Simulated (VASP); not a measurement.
# Zr (P6/mmm) in VASP: single point with PBEsol

Aim: the single point of Zr with PBEsol.

All numbers are computed with VASP 6.6.1; they aren't measurements. Logs are shortened: lines on timing, memory, paths and dates and some standing lists are left out, and cuts for length are marked.

## Step 1: The cell of the first run

The structure is hexagonal, space group P6/mmm (No. 191). Conventional cell: a = 5.066 Å, b = 5.066 Å, c = 2.709 Å, α = 90.00°, β = 90.00°, γ = 120.00°. Within 3.6 Å of Zr (site symmetry -6m2) lie 5 Zr at 2.71 to 2.92 Å.

## Step 2: Single point, PBEsol

INCAR

```
PREC = Accurate
ENCUT = 520
EDIFF = 1E-7
ISMEAR = 0
SIGMA = 0.1
LREAL = False
LASPH = True
NELM = 80
ALGO = Normal
ISIF = 2
LWAVE = False
LCHARG = True
GGA = PS
LELF = True
LVHAR = True
NBANDS = 32
```

KPOINTS

```
Automatic mesh
0
Gamma
  12 12 8
```

POSCAR

```
Zr
1.0
    5.0657661752      0.0000000000      0.0000000000
   -2.5328830876      4.3870821973      0.0000000000
    0.0000000000      0.0000000000      5.4178027827
Zr
4
Direct
    0.6666666667      0.3333333333      0.0000000000
    0.3333333333      0.6666666667      0.5000000000
    0.6666666667      0.3333333333      0.5000000000
    0.3333333333      0.6666666667      1.0000000000
```

Potentials or basis: VASP PAW PBE potentials, release 64 (Zr_sv).

Command:

```sh
> cat potpaw_PBE.64/Zr_sv/POTCAR > POTCAR
> mpirun -np 1 vasp_std > vasp.out
```

OUTCAR:

```text
PREC = Accurate
   ENCUT = 520
   EDIFF = 1E-7
   ISMEAR = 0
   LREAL = False
   LASPH = True
   NELM = 80
   ISIF = 2
   GGA = PS

 ion  position               nearest neighbor table
   1  0.667  0.333  0.000-   3 2.71   3 2.71   4 2.92   4 2.92   4 2.92
   2  0.333  0.667  0.500-   4 2.71   4 2.71   3 2.92   3 2.92   3 2.92
   3  0.667  0.333  0.500-   1 2.71   1 2.71   2 2.92   2 2.92   2 2.92
   4  0.333  0.667  0.000-   2 2.71   2 2.71   1 2.92   1 2.92   1 2.92

  LATTYP: Found a hexagonal cell.
 ALAT       =     5.0657661752
 C/A-ratio  =     1.0694932603

  Lattice vectors:

 A1 = (   5.0657661752,   0.0000000000,   0.0000000000)
 A2 = (  -2.5328830876,   4.3870821973,   0.0000000000)
 A3 = (   0.0000000000,   0.0000000000,   5.4178027827)

Analysis of symmetry for initial positions (statically):
=====================================================================
 Subroutine PRICEL returns following result:

  LATTYP: Found a hexagonal cell.
 ALAT       =     5.0657661752
 C/A-ratio  =     0.5347466302

  Lattice vectors:

 A1 = (   5.0657661752,   0.0000000000,   0.0000000000)
 A2 = (  -2.5328830876,   4.3870821973,   0.0000000000)
 A3 = (   0.0000000000,   0.0000000000,   2.7089013913)

   2 primitive cells build up your supercell.

 Routine SETGRP: Setting up the symmetry group for a
 hexagonal supercell.

 Subroutine GETGRP returns: Found 24 space group operations
 (whereof 24 operations were pure point group operations)
 out of a pool of 24 trial point group operations.

The static configuration has the point symmetry D_6h.

Analysis of symmetry for dynamics (positions and initial velocities):
=====================================================================
 Subroutine PRICEL returns following result:

  LATTYP: Found a hexagonal cell.
 ALAT       =     5.0657661752
 C/A-ratio  =     0.5347466302

  Lattice vectors:

 A1 = (   5.0657661752,   0.0000000000,   0.0000000000)
 A2 = (  -2.5328830876,   4.3870821973,   0.0000000000)
 A3 = (   0.0000000000,   0.0000000000,   2.7089013913)

   2 primitive cells build up your supercell.

 Routine SETGRP: Setting up the symmetry group for a
 hexagonal supercell.

 Subroutine GETGRP returns: Found 24 space group operations
 (whereof 24 operations were pure point group operations)
 out of a pool of 24 trial point group operations.

The dynamic configuration has the point symmetry D_6h.

 Subroutine INISYM returns: Found 24 space group operations
 (whereof 24 operations are pure point group operations),
 and found     2 'primitive' translations

----------------------------------------------------------------------------------------

                                     Primitive cell

  volume of cell :      60.2024

  direct lattice vectors                    reciprocal lattice vectors
     5.065766175  0.000000000  0.000000000     0.197403505  0.113970967  0.000000000
    -2.532883088  4.387082197  0.000000000     0.000000000  0.227941934  0.000000000
     0.000000000  0.000000000  2.708901391     0.000000000  0.000000000  0.369153341

  length of vectors
     5.065766175  5.065766175  2.708901391     0.227941934  0.227941934  0.369153341

  position of ions in fractional coordinates (direct lattice)
     0.666666667  0.333333333  0.000000000
     0.333333333  0.666666667  0.000000000

  ion indices of the primitive-cell ions
   primitive index   ion index
                 1           1
                 2           4

----------------------------------------------------------------------------------------

 KPOINTS: Automatic mesh

Automatic generation of k-mesh.
 Grid dimensions read from file:
 generate k-points for:   12   12    8

 Generating k-lattice:

  Cartesian coordinates                     Fractional coordinates (reciprocal lattice)
     0.016450292  0.009497581  0.000000000     0.083333333  0.000000000  0.000000000
     0.000000000  0.018995161  0.000000000     0.000000000  0.083333333  0.000000000
     0.000000000  0.000000000  0.023072084     0.000000000  0.000000000  0.125000000

  Length of vectors
     0.018995161  0.018995161  0.023072084

  Shift w.r.t. Gamma in fractional coordinates (k-lattice)
     0.000000000  0.000000000  0.000000000

 Subroutine IBZKPT returns following result:
 ===========================================

 Found     95 irreducible k-points:

 Following reciprocal coordinates:
            Coordinates               Weight
  0.000000  0.000000  0.000000      1.000000
  0.083333  0.000000  0.000000      6.000000
  0.166667  0.000000  0.000000      6.000000
  0.250000  0.000000  0.000000      6.000000
  0.333333  0.000000  0.000000      6.000000
  0.416667  0.000000  0.000000      6.000000
[... 16 lines left out ...]
  0.250000  0.000000  0.125000     12.000000
  0.333333  0.000000  0.125000     12.000000
 [... further k-points ...]
   k-points           NKPTS =     95   k-points in BZ     NKDIM =     95   number of bands    NBANDS=     32
   number of dos      NEDOS =    301   number of ions     NIONS =      4
   total plane-waves  NPLWV =  64000
   dimension x,y,z NGX =    40 NGY =   40 NGZ =   40
   dimension x,y,z NGXF=    80 NGYF=   80 NGZF=   80
   ions per type =               4
   NGX,Y,Z   is equivalent  to a cutoff of  13.13, 13.13, 12.27 a.u.
   NGXF,Y,Z  is equivalent  to a cutoff of  26.25, 26.25, 24.55 a.u.
 SYSTEM =  unknown system
   PREC   = accura    normal or accurate (medium, high low for compatibility)
   ISTART =      0    job   : 0-new  1-cont  2-samecut
   ICHARG =      2    charge: 1-file 2-atom 10-const
   ISPIN  =      1    spin polarized calculation?
   LNONCOLLINEAR =      F non collinear calculations
   LSORBIT =      F    spin-orbit coupling
   LASPH  =      T    aspherical Exc in radial PAW
   ENCUT  =  520.0 eV  38.22 Ry    6.18 a.u.   9.42  9.42 10.07*2*pi/ulx,y,z
   NELM   =     80;   NELMIN=  2; NELMDL= -5     # of ELM steps
   EDIFF  = 0.1E-06   stopping-criterion for ELM
   LREAL  =      F    real-space projection
   EDIFFG = 0.1E-05   stopping-criterion for IOM
   NSW    =      0    number of steps for IOM
   IBRION =     -1    ionic relax: 0-MD 1-quasi-New 2-CG
   NFREE  =      0    steps in history (QN), initial steepest desc. (CG)
   ISIF   =      2    stress and relaxation
   ISYM   =      2    0-nonsym 1-usesym 2-fastsym
   POTIM  = 0.5000    time-step for ionic-motion
   TEBEG  =    0.0;   TEEND  =   0.0 temperature during run
   PSTRESS=    0.0 pullay stress
   NELECT =      48.0000    total number of electrons
   NUPDOWN=      -1.0000    fix difference up-down
   EMIN   =  10.00;   EMAX   =-10.00  energy-range for DOS
   EFERMI =   0.00;   METHOD = LEGACY
   ISMEAR =     0;   SIGMA  =   0.10  broadening in eV -4-tet -1-fermi 0-gaus
   EFERMI_NEDOS =   21; number of points for ismear=-14 and -15
   IALGO  =     38    algorithm
   IMIX   =      4    mixing-type and parameters
     AMIX     =   0.40;   BMIX     =  1.00
     AMIX_MAG =   1.60;   BMIX_MAG =  1.00
  volume/ion in A,a.u.               =      30.10       203.13
  Fermi-wavevector in a.u.,A,eV,Ry     =   1.204871  2.276876 19.751769  1.451714
  Thomas-Fermi vector in A             =   2.340584
   LORBIT       =      0    0 simple, 1 ext, 2 COOP (PROOUT), +10 PAW based schemes
   GGA     = PS    functional components
   LHFCALC =     F    Hartree Fock is set to
   AEXX    =    0.0000 exact exchange contribution
   IVDW    =     0    specifies the selected vdW correction
   LEPSILON=     F    determine dielectric tensor
   LRPA    =     F    only Hartree local field effects (RPA)
 non-spin polarized calculation
 Gauss-broadening in eV      SIGMA  =   0.10
  energy-cutoff  :      520.00
  volume of cell :      120.40
 maximum number of plane-waves:      3274
 NGX is ok and might be reduce to    40
   NGX = 19   NGY = 19   NGZ = 21

 number of electron      47.9999999 magnetization

 Free energy of the ion-electron system (eV)
  ---------------------------------------------------
  ext. energy  EPLUGINS =         0.00000000
  ---------------------------------------------------
  free energy    TOTEN  =       -29.92651805 eV

  energy without entropy =      -29.90017986  energy(sigma->0) =      -29.91334895

 E-fermi :   5.5887     XC(G=0):  -9.7133

 val. band max:        5.5835878612   @ k =   0.5000   0.0000   0.2500
 cond. band min:       5.5920823561   @ k =   0.3333   0.2500   0.1250
 fundamental gap:      0.0084944949
 Fermi energy:         5.5886988466

 k-point     1 :       0.0000    0.0000    0.0000
  band No.  band energies     occupation
      1     -43.0017      2.00000
      2     -42.7973      2.00000
      3     -42.7048      2.00000
      4     -42.5112      2.00000
      5     -21.9861      2.00000
      6     -21.7316      2.00000
[... 24 lines left out ...]
     31       7.6672      0.00000
     32       7.7406      0.00000

 k-point     2 :       0.0833    0.0000    0.0000
  band No.  band energies     occupation
      1     -42.9986      2.00000
      2     -42.8005      2.00000
      3     -42.7019      2.00000
      4     -42.5142      2.00000
      5     -21.9823      2.00000
      6     -21.7355      2.00000
[... 24 lines left out ...]
     31       7.7925      0.00000
     32       8.0805      0.00000

 k-point     3 :       0.1667    0.0000    0.0000
  band No.  band energies     occupation
      1     -42.9898      2.00000
      2     -42.8096      2.00000
      3     -42.6936      2.00000
      4     -42.5228      2.00000
      5     -21.9713      2.00000
      6     -21.7469      2.00000
[... 24 lines left out ...]
     31       8.3592      0.00000
     32       8.4663      0.00000

 k-point     4 :       0.2500    0.0000    0.0000
  band No.  band energies     occupation
      1     -42.9761      2.00000
      2     -42.8238      2.00000
      3     -42.6805      2.00000
      4     -42.5362      2.00000
      5     -21.9542      2.00000
      6     -21.7645      2.00000
[... 654 lines left out ...]
     31       8.3209      0.00000
     32       8.5045      0.00000

 k-point    23 :       0.2500    0.0000    0.1250
  band No.  band energies     occupation
      1     -42.9652      2.00000
      2     -42.8132      2.00000
      3     -42.6922      2.00000
      4     -42.5476      2.00000
      5     -21.8843      2.00000
      6     -21.6971      2.00000
[... 24 lines left out ...]
     31       8.5340      0.00000
     32       9.0274      0.00000

 k-point    24 :       0.3333    0.0000    0.1250
  band No.  band energies     occupation
      1     -42.9483      2.00000
      2     -42.8305      2.00000
      3     -42.6761      2.00000
      4     -42.5641      2.00000
      5     -21.8634      2.00000
      6     -21.7184      2.00000
[... 24 lines left out ...]
     31       8.6657      0.00000
     32       9.0979      0.00000

 [... further k-points ...]
[... 5 lines left out ...]
  --------------------------------------------------------------------------------------
  -------------------------------------------------------------------------------------
  Total        0.0105484      0.0105484      0.1185839      0.0000000     -0.0000000      0.0000000
  in kB        0.1403638      0.1403638      1.5779464      0.0000000     -0.0000000      0.0000000
  external PRESSURE =       0.6195580 kB  Pullay stress =       0.0000000 kB

 VOLUME and BASIS-vectors are now :
 -----------------------------------------------------------------------------
  energy-cutoff  :      520.00
  volume of cell :      120.40
      direct lattice vectors                 reciprocal lattice vectors
     5.065766175  0.000000000  0.000000000     0.197403505  0.113970967  0.000000000
    -2.532883088  4.387082197  0.000000000     0.000000000  0.227941934  0.000000000
     0.000000000  0.000000000  5.417802783     0.000000000  0.000000000  0.184576671

 POSITION                                       TOTAL-FORCE (eV/Angst)
 -----------------------------------------------------------------------------------
      2.53288      1.46236      0.00000        -0.000000      0.000000     -0.000000
     -0.00000      2.92472      2.70890        -0.000000      0.000000     -0.000000
      2.53288      1.46236      2.70890        -0.000000      0.000000      0.000000
     -0.00000      2.92472      0.00000         0.000000      0.000000      0.000000
 -----------------------------------------------------------------------------------
    total drift:                                0.000000     -0.000000     -0.000000

  FREE ENERGIE OF THE ION-ELECTRON SYSTEM (eV)
  ---------------------------------------------------
  free  energy   TOTEN  =       -29.9265180457 eV

  energy  without entropy=      -29.9001798594  energy(sigma->0) =      -29.91334895
```

Run time: 5.7 min. Hardware: 1 thread of Intel Xeon 6975P-C, shared host; peak memory 0.42 GiB.

Results:

| Quantity | Value |
| --- | --- |
| Free energy | -29.9265 eV |
| Pressure | 0.1 GPa |
| Band gap on the k mesh | zero (band 24 reaches 6.17 eV, above the bottom of band 25 at 5.33 eV) |

Caveat: the PAW data sets were made with another functional, which shifts forces and pressure a little.
